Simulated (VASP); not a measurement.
# Zn (Fm-3m) in VASP: relaxation of cell and atoms with PBE

Aim: the relaxation of cell and atoms of Zn with PBE.

Everything below comes from runs of VASP 6.6.1. Logs are shortened: lines on timing, memory, paths and dates and some standing lists are left out, and cuts for length are marked.

### 1 The cell of the first run

Symmetry: Fm-3m, No. 225, cubic system. Conventional cell: a = 3.940 Å, b = 3.940 Å, c = 3.940 Å, α = 90.00°, β = 90.00°, γ = 90.00°. Zn (site symmetry m-3m) has 12 Zn at 2.79 Å within 3.7 Å.

This isn't the form of Zn at room conditions, which is hcp.

### 2 Relaxation of cell and atoms, PBE

Input file INCAR:

```
SYSTEM = Zn
  PREC = Accurate
  ENCUT = 500
  EDIFF = 1E-7
  ISMEAR = 1
  SIGMA = 0.1
  LREAL = .False.
  LASPH = .True.
  NELM = 120
  ALGO = Normal
  ISIF = 3
  LWAVE = .False.
  LCHARG = .False.
  GGA = PE
  IBRION = 2
  NSW = 80
  EDIFFG = -0.02
  GGA_COMPAT = .False.
  NELMIN = 4
```

Input file KPOINTS:

```
Automatic mesh
0
Gamma
  9 9 9
  0 0 0
```

Input file POSCAR:

```
Zn
1.0
    0.0000000000      1.9700000000      1.9700000000
    1.9700000000      0.0000000000      1.9700000000
    1.9700000000      1.9700000000      0.0000000000
Zn
1
Direct
    0.0000000000      0.0000000000      0.0000000000
```

Potentials or basis: VASP PAW PBE potentials, release 64 (Zn).

The run is started by

```console
cat potpaw_PBE.64/Zn/POTCAR > POTCAR
mpirun -np 1 vasp_std > vasp.out
```

OUTCAR:

```text
SYSTEM = Zn
   PREC = Accurate
   ENCUT = 500
   EDIFF = 1E-7
   ISMEAR = 1
   LREAL = .False.
   LASPH = .True.
   NELM = 120
   ISIF = 3
   GGA = PE
   IBRION = 2
   NSW = 80
   EDIFFG = -0.02
   NELMIN = 4

 ion  position               nearest neighbor table
   1  0.000  0.000  0.000-

  LATTYP: Found a face centered cubic cell.
 ALAT       =     3.9400000000

  Lattice vectors:

 A1 = (   0.0000000000,   1.9700000000,   1.9700000000)
 A2 = (   1.9700000000,   0.0000000000,   1.9700000000)
 A3 = (   1.9700000000,   1.9700000000,   0.0000000000)

Analysis of symmetry for initial positions (statically):
=====================================================================
 Subroutine PRICEL returns:
 Original cell was already a primitive cell.

 Routine SETGRP: Setting up the symmetry group for a
 face centered cubic supercell.

 Subroutine GETGRP returns: Found 48 space group operations
 (whereof 48 operations were pure point group operations)
 out of a pool of 48 trial point group operations.

The static configuration has the point symmetry O_h .

Analysis of symmetry for dynamics (positions and initial velocities):
=====================================================================
 Subroutine PRICEL returns:
 Original cell was already a primitive cell.

 Routine SETGRP: Setting up the symmetry group for a
 face centered cubic supercell.

 Subroutine GETGRP returns: Found 48 space group operations
 (whereof 48 operations were pure point group operations)
 out of a pool of 48 trial point group operations.

The dynamic configuration has the point symmetry O_h .

 Subroutine INISYM returns: Found 48 space group operations
 (whereof 48 operations are pure point group operations),
 and found     1 'primitive' translations

----------------------------------------------------------------------------------------

                                     Primitive cell

  volume of cell :      15.2907

  direct lattice vectors                    reciprocal lattice vectors
     0.000000000  1.970000000  1.970000000    -0.253807107  0.253807107  0.253807107
     1.970000000  0.000000000  1.970000000     0.253807107 -0.253807107  0.253807107
     1.970000000  1.970000000  0.000000000     0.253807107  0.253807107 -0.253807107

  length of vectors
     2.786000718  2.786000718  2.786000718     0.439606804  0.439606804  0.439606804

  position of ions in fractional coordinates (direct lattice)
[... 82 lines left out ...]
   NFREE  =      1    steps in history (QN), initial steepest desc. (CG)
   ISIF   =      3    stress and relaxation
   ISYM   =      2    0-nonsym 1-usesym 2-fastsym
   POTIM  = 0.5000    time-step for ionic-motion
   TEBEG  =    0.0;   TEEND  =   0.0 temperature during run
   PSTRESS=    0.0 pullay stress
   NELECT =      12.0000    total number of electrons
   NUPDOWN=      -1.0000    fix difference up-down
   EMIN   =  10.00;   EMAX   =-10.00  energy-range for DOS
   EFERMI =   0.00;   METHOD = LEGACY
   ISMEAR =     1;   SIGMA  =   0.10  broadening in eV -4-tet -1-fermi 0-gaus
   EFERMI_NEDOS =   21; number of points for ismear=-14 and -15
   IALGO  =     38    algorithm
   IMIX   =      4    mixing-type and parameters
     AMIX     =   0.40;   BMIX     =  1.00
     AMIX_MAG =   1.60;   BMIX_MAG =  1.00
  volume/ion in A,a.u.               =      15.29       103.19
  Fermi-wavevector in a.u.,A,eV,Ry     =   1.510054  2.853587 31.024845  2.280262
  Thomas-Fermi vector in A             =   2.620294
   LORBIT       =      0    0 simple, 1 ext, 2 COOP (PROOUT), +10 PAW based schemes
   GGA     = PE    functional components
   LHFCALC =     F    Hartree Fock is set to
   AEXX    =    0.0000 exact exchange contribution
   IVDW    =     0    specifies the selected vdW correction
   LEPSILON=     F    determine dielectric tensor
   LRPA    =     F    only Hartree local field effects (RPA)
 conjugate gradient relaxation of ions
 non-spin polarized calculation
 Methfessel and Paxton  Order N= 1 SIGMA  =   0.10
  energy-cutoff  :      500.00
  volume of cell :       15.29
 maximum number of plane-waves:       397
   NGX = 11   NGY = 11   NGZ = 11

 number of electron      11.9999992 magnetization

 Free energy of the ion-electron system (eV)
  ---------------------------------------------------
  ext. energy  EPLUGINS =         0.00000000
  ---------------------------------------------------
  free energy    TOTEN  =        -1.07353908 eV

  energy without entropy =       -1.07275293  energy(sigma->0) =       -1.07327703

 E-fermi :   2.8917     XC(G=0): -11.5352

 val. band max:        2.8670599475   @ k =  -0.4444   0.2222   0.0000
 cond. band min:       3.1970222193   @ k =  -0.3333   0.4444   0.2222
 fundamental gap:      0.3299622718
 Fermi energy:         2.8916622859

 k-point     1 :       0.0000    0.0000    0.0000
  band No.  band energies     occupation
      1      -7.2636      2.00000
      2      -4.5721      2.00000
      3      -4.5721      2.00000
      4      -4.5721      2.00000
      5      -4.1981      2.00000
      6      -4.1981      2.00000
      7      21.1862      0.00000
      8      21.1862      0.00000
      9      21.1862      0.00000
     10      21.8604      0.00000
[... 287 lines left out ...]
 k-point    24 :       0.4444    0.4444    0.0000
  band No.  band energies     occupation
      1      -5.2270      2.00000
      2      -5.1549      2.00000
      3      -3.9406      2.00000
      4      -3.8742      2.00000
      5      -3.8742      2.00000
      6       0.8996      2.00000
      7       6.1134      0.00000
      8      11.5752      0.00000
      9      11.5752      0.00000
     10      15.1412      0.00000

 [... further k-points ...]

------------------------ aborting loop because EDIFF is reached ----------------------------------------

  FORCE on cell =-STRESS in cart. coord.  units (eV):
  Direction    XX          YY          ZZ          XY          YZ          ZX
  --------------------------------------------------------------------------------------
  -------------------------------------------------------------------------------------
  Total       -0.0127399     -0.0127399     -0.0127399     -0.0000000      0.0000000     -0.0000000
  in kB       -1.3348937     -1.3348937     -1.3348937     -0.0000000      0.0000000     -0.0000000
  external PRESSURE =      -1.3348937 kB  Pullay stress =       0.0000000 kB

 VOLUME and BASIS-vectors are now :
 -----------------------------------------------------------------------------
  energy-cutoff  :      500.00
  volume of cell :       15.29
      direct lattice vectors                 reciprocal lattice vectors
     0.000000000  1.970000000  1.970000000    -0.253807107  0.253807107  0.253807107
     1.970000000  0.000000000  1.970000000     0.253807107 -0.253807107  0.253807107
     1.970000000  1.970000000  0.000000000     0.253807107  0.253807107 -0.253807107

 POSITION                                       TOTAL-FORCE (eV/Angst)
 -----------------------------------------------------------------------------------
      0.00000      0.00000      0.00000        -0.000000     -0.000000      0.000000
 -----------------------------------------------------------------------------------
    total drift:                                0.000000      0.000000      0.000000

  FREE ENERGIE OF THE ION-ELECTRON SYSTEM (eV)
  ---------------------------------------------------
  free  energy   TOTEN  =        -1.0735390757 eV

  energy  without entropy=       -1.0727529331  energy(sigma->0) =       -1.07327703

 reached required accuracy - stopping structural energy minimisation
```

OSZICAR:

```text
N       E                     dE             d eps       ncg     rms          rms(c)
DAV:   1     0.331544476261E+02    0.33154E+02   -0.66902E+03   716   0.186E+03
DAV:   2    -0.626319779255E+00   -0.33781E+02   -0.32209E+02   704   0.195E+02
DAV:   3    -0.116946303111E+01   -0.54314E+00   -0.54265E+00   806   0.282E+01
DAV:   4    -0.117059310741E+01   -0.11301E-02   -0.11300E-02   742   0.128E+00
DAV:   5    -0.117059436993E+01   -0.12625E-05   -0.12628E-05   754   0.393E-02    0.275E+00
DAV:   6    -0.108013840216E+01    0.90456E-01   -0.57757E-01   794   0.168E+01    0.210E+00
DAV:   7    -0.107557061765E+01    0.45678E-02   -0.10280E-02   742   0.221E+00    0.106E+00
DAV:   8    -0.107353141311E+01    0.20392E-02   -0.11983E-03   840   0.565E-01    0.378E-02
DAV:   9    -0.107353948074E+01   -0.80676E-05   -0.10029E-04   918   0.162E-01    0.207E-02
DAV:  10    -0.107353928954E+01    0.19120E-06   -0.82419E-06   732   0.526E-02    0.142E-03
DAV:  11    -0.107353916391E+01    0.12563E-06   -0.85322E-08   498   0.540E-03    0.532E-04
DAV:  12    -0.107353907566E+01    0.88242E-07   -0.17926E-08   362   0.157E-03
   1 F= -.10735391E+01 E0= -.10732770E+01  d E =-.107354E+01
```

CONTCAR:

```text
Zn
   1.00000000000000
     0.0000000000000000    1.9700000000000000    1.9700000000000000
     1.9700000000000000    0.0000000000000000    1.9700000000000000
     1.9700000000000000    1.9700000000000000    0.0000000000000000
  Zn
     1
Direct
     0.0000000000000000    0.0000000000000000    0.0000000000000000

  0.00000000E+00  0.00000000E+00  0.00000000E+00
```

Wall time 3.8 s (1 thread of Intel Xeon Platinum 8559C (Emerald Rapids), shared host); peak memory 0.12 GiB.

Results:

- Free energy: -1.0735 eV
- Pressure after relaxing: -0.1 GPa
- Band gap on the k mesh: zero (bands 6 and 7 overlap by 1.69 eV)

Final structure:
```cif
data_structure
_symmetry_space_group_name_H-M 'P 1'
_symmetry_Int_Tables_number 1
_cell_length_a 2.7860
_cell_length_b 2.7860
_cell_length_c 2.7860
_cell_angle_alpha 60.000
_cell_angle_beta 60.000
_cell_angle_gamma 60.000
_cell_volume 15.29
loop_
_atom_site_label
_atom_site_type_symbol
_atom_site_fract_x
_atom_site_fract_y
_atom_site_fract_z
_atom_site_occupancy
Zn1 Zn 0.00000 0.00000 0.00000 1
```

Caveat: the relaxation stopped at its first step, so nothing moved.
